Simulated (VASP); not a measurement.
# Pd (P6_3/mmc) in VASP: a series of runs

Runs on Pd. Level: PBE. Tasks: single point.

All numbers are computed with VASP 6.6.1; they aren't measurements. Logs are shortened: lines on timing, memory, paths and dates and some standing lists are left out, and cuts for length are marked.

## Step 1: The cell of the first run

It takes space group P6_3/mmc (No. 194, hexagonal). Conventional cell: a = 2.702 Å, b = 2.702 Å, c = 4.489 Å, α = 90.00°, β = 90.00°, γ = 120.00°. Within 3.6 Å of Pd (site symmetry -6m2) lie 12 Pd at 2.70 to 2.73 Å.

## Step 2: Single point, PBE (volume scaled by 0.92)

Input file INCAR:

```
SYSTEM = Pd
PREC     = Accurate       ! precision mode
ENCUT    = 520            ! plane-wave cutoff, eV
EDIFF    = 1E-6           ! SCF threshold, eV
ISMEAR   = -1             ! smearing method
SIGMA    = 0.1            ! smearing width, eV
LREAL    = .FALSE.        ! projectors in reciprocal space
LASPH    = .TRUE.         ! aspherical terms in the spheres
NELM     = 80             ! most SCF steps
ALGO     = Normal         ! electronic algorithm
ISIF     = 2              ! what is computed and relaxed
LWAVE    = .FALSE.        ! write WAVECAR
LCHARG   = .FALSE.        ! write CHGCAR
GGA      = PE             ! functional
NBANDS   = 17             ! bands
```

Input file KPOINTS:

```
regular mesh
0
G
  17 17 9
  0 0 0
```

Input file POSCAR:

```
Pd
1.0
    2.7022903697      0.0000000000      0.0000000000
   -1.3511451848      2.3402521086      0.0000000000
    0.0000000000      0.0000000000      4.4891600389
Pd
2
Direct
    0.3333333333      0.6666666667      0.2500000000
    0.6666666667      0.3333333333      0.7500000000
```

Potentials or basis: VASP PAW PBE potentials, release 64 (Pd).

The run is started by

```console
cat potpaw_PBE.64/Pd/POTCAR > POTCAR
mpirun -np 1 vasp_std > vasp.out
```

OUTCAR:

```text
SYSTEM = Pd
   PREC = Accurate
   ENCUT = 520
   EDIFF = 1E-6
   ISMEAR = -1
   LREAL = .FALSE.
   LASPH = .TRUE.
   NELM = 80
   ISIF = 2
   GGA = PE

 ion  position               nearest neighbor table
   1  0.333  0.667  0.250-   2 2.73   2 2.73   2 2.73   2 2.73   2 2.73   2 2.73
   2  0.667  0.333  0.750-   1 2.73   1 2.73   1 2.73   1 2.73   1 2.73   1 2.73

  LATTYP: Found a hexagonal cell.
 ALAT       =     2.7022903697
 C/A-ratio  =     1.6612426589

  Lattice vectors:

 A1 = (   2.7022903697,   0.0000000000,   0.0000000000)
 A2 = (  -1.3511451848,   2.3402521086,   0.0000000000)
 A3 = (   0.0000000000,   0.0000000000,   4.4891600389)

Analysis of symmetry for initial positions (statically):
=====================================================================
 Subroutine PRICEL returns:
 Original cell was already a primitive cell.

 Routine SETGRP: Setting up the symmetry group for a
 hexagonal supercell.

 Subroutine GETGRP returns: Found 24 space group operations
 (whereof 12 operations were pure point group operations)
 out of a pool of 24 trial point group operations.

The static configuration has the point symmetry D_3d.
 The point group associated with its full space group is D_6h.

Analysis of symmetry for dynamics (positions and initial velocities):
=====================================================================
 Subroutine PRICEL returns:
 Original cell was already a primitive cell.

 Routine SETGRP: Setting up the symmetry group for a
 hexagonal supercell.

 Subroutine GETGRP returns: Found 24 space group operations
 (whereof 12 operations were pure point group operations)
 out of a pool of 24 trial point group operations.

The dynamic configuration has the point symmetry D_3d.
 The point group associated with its full space group is D_6h.

 Subroutine INISYM returns: Found 24 space group operations
 (whereof 12 operations are pure point group operations),
 and found     1 'primitive' translations

----------------------------------------------------------------------------------------

                                     Primitive cell

  volume of cell :      28.3896

[... 74 lines left out ...]
   dimension x,y,z NGXF=    40 NGYF=   40 NGZF=   72
   ions per type =               2
   NGX,Y,Z   is equivalent  to a cutoff of  12.30, 12.30, 13.33 a.u.
   NGXF,Y,Z  is equivalent  to a cutoff of  24.61, 24.61, 26.66 a.u.
 SYSTEM =  Pd
   PREC   = accura    normal or accurate (medium, high low for compatibility)
   ISTART =      0    job   : 0-new  1-cont  2-samecut
   ICHARG =      2    charge: 1-file 2-atom 10-const
   ISPIN  =      1    spin polarized calculation?
   LNONCOLLINEAR =      F non collinear calculations
   LSORBIT =      F    spin-orbit coupling
   LASPH  =      T    aspherical Exc in radial PAW
   ENCUT  =  520.0 eV  38.22 Ry    6.18 a.u.   5.02  5.02  8.35*2*pi/ulx,y,z
   NELM   =     80;   NELMIN=  2; NELMDL= -5     # of ELM steps
   EDIFF  = 0.1E-05   stopping-criterion for ELM
   LREAL  =      F    real-space projection
   EDIFFG = 0.1E-04   stopping-criterion for IOM
   NSW    =      0    number of steps for IOM
   IBRION =     -1    ionic relax: 0-MD 1-quasi-New 2-CG
   NFREE  =      0    steps in history (QN), initial steepest desc. (CG)
   ISIF   =      2    stress and relaxation
   ISYM   =      2    0-nonsym 1-usesym 2-fastsym
   POTIM  = 0.5000    time-step for ionic-motion
   TEBEG  =    0.0;   TEEND  =   0.0 temperature during run
   PSTRESS=    0.0 pullay stress
   NELECT =      20.0000    total number of electrons
   NUPDOWN=      -1.0000    fix difference up-down
   EMIN   =  10.00;   EMAX   =-10.00  energy-range for DOS
   EFERMI =   0.00;   METHOD = LEGACY
   ISMEAR =    -1;   SIGMA  =   0.10  broadening in eV -4-tet -1-fermi 0-gaus
   EFERMI_NEDOS =   21; number of points for ismear=-14 and -15
   IALGO  =     38    algorithm
   IMIX   =      4    mixing-type and parameters
     AMIX     =   0.40;   BMIX     =  1.00
     AMIX_MAG =   1.60;   BMIX_MAG =  1.00
  volume/ion in A,a.u.               =      14.19        95.79
  Fermi-wavevector in a.u.,A,eV,Ry     =   1.456683  2.752731 28.870529  2.121924
  Thomas-Fermi vector in A             =   2.573572
   LORBIT       =      0    0 simple, 1 ext, 2 COOP (PROOUT), +10 PAW based schemes
   GGA     = PE    functional components
   LHFCALC =     F    Hartree Fock is set to
   AEXX    =    0.0000 exact exchange contribution
   IVDW    =     0    specifies the selected vdW correction
   LEPSILON=     F    determine dielectric tensor
   LRPA    =     F    only Hartree local field effects (RPA)
 non-spin polarized calculation
  energy-cutoff  :      520.00
  volume of cell :       28.39
 maximum number of plane-waves:       779
 NGX is ok and might be reduce to    20
   NGX =  9   NGY =  9   NGZ = 17

 number of electron      19.9999995 magnetization

 Free energy of the ion-electron system (eV)
  ---------------------------------------------------
  ext. energy  EPLUGINS =         0.00000000
  ---------------------------------------------------
  free energy    TOTEN  =       -10.33259819 eV

  energy without entropy =      -10.19897196  energy(sigma->0) =      -10.26578508

 E-fermi :  10.4718     XC(G=0): -13.4246

 val. band max:       10.4709877704   @ k =   0.4706   0.0588   0.4444
 cond. band min:      10.4796884592   @ k =   0.4118   0.1176   0.4444
 fundamental gap:      0.0087006888
 Fermi energy:        10.4717969539

 k-point     1 :       0.0000    0.0000    0.0000
  band No.  band energies     occupation
      1       3.0045      2.00000
      2       4.8364      2.00000
      3       7.3231      2.00000
      4       7.5335      2.00000
      5       7.5335      2.00000
      6       7.9178      2.00000
[... 457 lines left out ...]
      4       6.3552      2.00000
      5       7.4620      2.00000
      6       7.6171      2.00000
[... 9 lines left out ...]
     16      27.8537      0.00000
     17      29.8384      0.00000

 [... further k-points ...]
[... 5 lines left out ...]
  --------------------------------------------------------------------------------------
  -------------------------------------------------------------------------------------
  Total        2.9856078      2.9856078      2.9657324      0.0000000      0.0000000      0.0000000
  in kB      168.4936710    168.4936710    167.3719977      0.0000000      0.0000000      0.0000000
  external PRESSURE =     168.1197799 kB  Pullay stress =       0.0000000 kB

 VOLUME and BASIS-vectors are now :
 -----------------------------------------------------------------------------
  energy-cutoff  :      520.00
  volume of cell :       28.39
      direct lattice vectors                 reciprocal lattice vectors
     2.702290370  0.000000000  0.000000000     0.370056457  0.213652195  0.000000000
    -1.351145185  2.340252109  0.000000000     0.000000000  0.427304390  0.000000000
     0.000000000  0.000000000  4.489160039     0.000000000  0.000000000  0.222758822

 POSITION                                       TOTAL-FORCE (eV/Angst)
 -----------------------------------------------------------------------------------
     -0.00000      1.56017      1.12229         0.000000     -0.000000      0.000000
      1.35115      0.78008      3.36687         0.000000      0.000000      0.000000
 -----------------------------------------------------------------------------------
    total drift:                               -0.000000      0.000000     -0.000000

  FREE ENERGIE OF THE ION-ELECTRON SYSTEM (eV)
  ---------------------------------------------------
  free  energy   TOTEN  =       -10.3325981928 eV

  energy  without entropy=      -10.1989719586  energy(sigma->0) =      -10.26578508
```

OSZICAR:

```text
N       E                     dE             d eps       ncg     rms          rms(c)
DAV:   1     0.111084161530E+03    0.11108E+03   -0.10647E+04  5618   0.117E+03
DAV:   2    -0.907727544479E+01   -0.12016E+03   -0.11386E+03  5853   0.260E+02
DAV:   3    -0.108770948437E+02   -0.17998E+01   -0.17856E+01  6920   0.353E+01
DAV:   4    -0.108881205197E+02   -0.11026E-01   -0.11024E-01  6665   0.263E+00
DAV:   5    -0.108882825003E+02   -0.16198E-03   -0.16198E-03  6866   0.341E-01    0.125E+01
DAV:   6    -0.103695339244E+02    0.51875E+00   -0.10155E+00  6023   0.106E+01    0.622E+00
DAV:   7    -0.103391868352E+02    0.30347E-01   -0.19646E-02  6851   0.136E+00    0.273E+00
DAV:   8    -0.103325981718E+02    0.65887E-02   -0.31858E-03  6131   0.446E-01    0.132E-01
DAV:   9    -0.103325883756E+02    0.97962E-05   -0.37358E-05  6815   0.537E-02    0.215E-02
DAV:  10    -0.103325989946E+02   -0.10619E-04   -0.42302E-06  6559   0.166E-02    0.782E-03
DAV:  11    -0.103325981928E+02    0.80179E-06   -0.12025E-07  3321   0.361E-03
   1 F= -.10332598E+02 E0= -.10265785E+02  d E =-.133626E+00
```

Run time: 39 s. Hardware: 1 thread of Intel Xeon 6975P-C, shared host; peak memory 0.19 GiB.

Results:

| Quantity | Value |
| --- | --- |
| Free energy | -10.3326 eV |
| Pressure | 16.8 GPa |
| Band gap on the k mesh | zero (band 10 reaches 10.66 eV, above the bottom of band 11 at 9.79 eV) |

Stress tensor (GPa, compression positive):
```
16.85  0.00  0.00
 0.00 16.85  0.00
 0.00  0.00 16.74
```

## Step 3: Single point, PBE (volume scaled by 0.92)

Input file INCAR:

```
PREC     = Accurate       # precision mode
ENCUT    = 520            # plane-wave cutoff, eV
EDIFF    = 1E-6           # SCF threshold, eV
ISMEAR   = -1             # smearing method
SIGMA    = 0.1            # smearing width, eV
LREAL    = False          # projectors in reciprocal space
LASPH    = True           # aspherical terms in the spheres
NELM     = 80             # most SCF steps
ALGO     = Normal         # electronic algorithm
ISIF     = 2              # what is computed and relaxed
LWAVE    = False          # write WAVECAR
LCHARG   = True           # write CHGCAR
GGA      = PE             # functional
LELF     = True           # ELF
LVHAR    = True         
NBANDS   = 17             # bands
```

Input file KPOINTS:

```
Automatic mesh
0
Gamma
  17 17 9
```

POSCAR is that of step 2.

Potentials or basis: VASP PAW PBE potentials, release 64 (Pd).

The run is started by

```console
cat potpaw_PBE.64/Pd/POTCAR > POTCAR
mpirun -np 1 vasp_std > vasp.out
```

OUTCAR:

```text
PREC = Accurate
   ENCUT = 520
   EDIFF = 1E-6
   ISMEAR = -1
   LREAL = False
   LASPH = True
   NELM = 80
   ISIF = 2
   GGA = PE

 ion  position               nearest neighbor table
   1  0.333  0.667  0.250-   2 2.73   2 2.73   2 2.73   2 2.73   2 2.73   2 2.73
   2  0.667  0.333  0.750-   1 2.73   1 2.73   1 2.73   1 2.73   1 2.73   1 2.73

  LATTYP: Found a hexagonal cell.
 ALAT       =     2.7022903697
 C/A-ratio  =     1.6612426589

  Lattice vectors:

 A1 = (   2.7022903697,   0.0000000000,   0.0000000000)
[... 651 lines left out ...]
      4       6.3552      2.00000
      5       7.4620      2.00000
      6       7.6171      2.00000
[... 9 lines left out ...]
     16      27.8537      0.00000
     17      29.8384      0.00000

 [... further k-points ...]
[... 5 lines left out ...]
  --------------------------------------------------------------------------------------
  -------------------------------------------------------------------------------------
  Total        2.9856078      2.9856078      2.9657324      0.0000000      0.0000000      0.0000000
  in kB      168.4936710    168.4936710    167.3719977      0.0000000      0.0000000      0.0000000
  external PRESSURE =     168.1197799 kB  Pullay stress =       0.0000000 kB

 VOLUME and BASIS-vectors are now :
 -----------------------------------------------------------------------------
  energy-cutoff  :      520.00
  volume of cell :       28.39
      direct lattice vectors                 reciprocal lattice vectors
     2.702290370  0.000000000  0.000000000     0.370056457  0.213652195  0.000000000
    -1.351145185  2.340252109  0.000000000     0.000000000  0.427304390  0.000000000
     0.000000000  0.000000000  4.489160039     0.000000000  0.000000000  0.222758822

 POSITION                                       TOTAL-FORCE (eV/Angst)
 -----------------------------------------------------------------------------------
     -0.00000      1.56017      1.12229         0.000000     -0.000000      0.000000
      1.35115      0.78008      3.36687         0.000000      0.000000      0.000000
 -----------------------------------------------------------------------------------
    total drift:                               -0.000000      0.000000     -0.000000

  FREE ENERGIE OF THE ION-ELECTRON SYSTEM (eV)
  ---------------------------------------------------
  free  energy   TOTEN  =       -10.3325981928 eV

  energy  without entropy=      -10.1989719586  energy(sigma->0) =      -10.26578508
```

OSZICAR:

```text
N       E                     dE             d eps       ncg     rms          rms(c)
DAV:   1     0.111084161530E+03    0.11108E+03   -0.10647E+04  5618   0.117E+03
DAV:   2    -0.907727544479E+01   -0.12016E+03   -0.11386E+03  5853   0.260E+02
DAV:   3    -0.108770948437E+02   -0.17998E+01   -0.17856E+01  6920   0.353E+01
DAV:   4    -0.108881205197E+02   -0.11026E-01   -0.11024E-01  6665   0.263E+00
DAV:   5    -0.108882825003E+02   -0.16198E-03   -0.16198E-03  6866   0.341E-01    0.125E+01
DAV:   6    -0.103695339244E+02    0.51875E+00   -0.10155E+00  6023   0.106E+01    0.622E+00
DAV:   7    -0.103391868352E+02    0.30347E-01   -0.19646E-02  6851   0.136E+00    0.273E+00
DAV:   8    -0.103325981718E+02    0.65887E-02   -0.31858E-03  6131   0.446E-01    0.132E-01
DAV:   9    -0.103325883756E+02    0.97962E-05   -0.37358E-05  6815   0.537E-02    0.215E-02
DAV:  10    -0.103325989946E+02   -0.10619E-04   -0.42302E-06  6559   0.166E-02    0.782E-03
DAV:  11    -0.103325981928E+02    0.80179E-06   -0.12025E-07  3321   0.361E-03
   1 F= -.10332598E+02 E0= -.10265785E+02  d E =-.133626E+00
```

It took 42 s on 1 thread of Intel Xeon 6975P-C, shared host; peak memory 0.19 GiB.

What came out:

* Free energy: -10.3326 eV
* Pressure: 16.8 GPa
* Band gap on the k mesh: zero (band 10 reaches 10.66 eV, above the bottom of band 11 at 9.79 eV)

Stress tensor (GPa, compression positive):
```
16.85  0.00  0.00
 0.00 16.85  0.00
 0.00  0.00 16.74
```
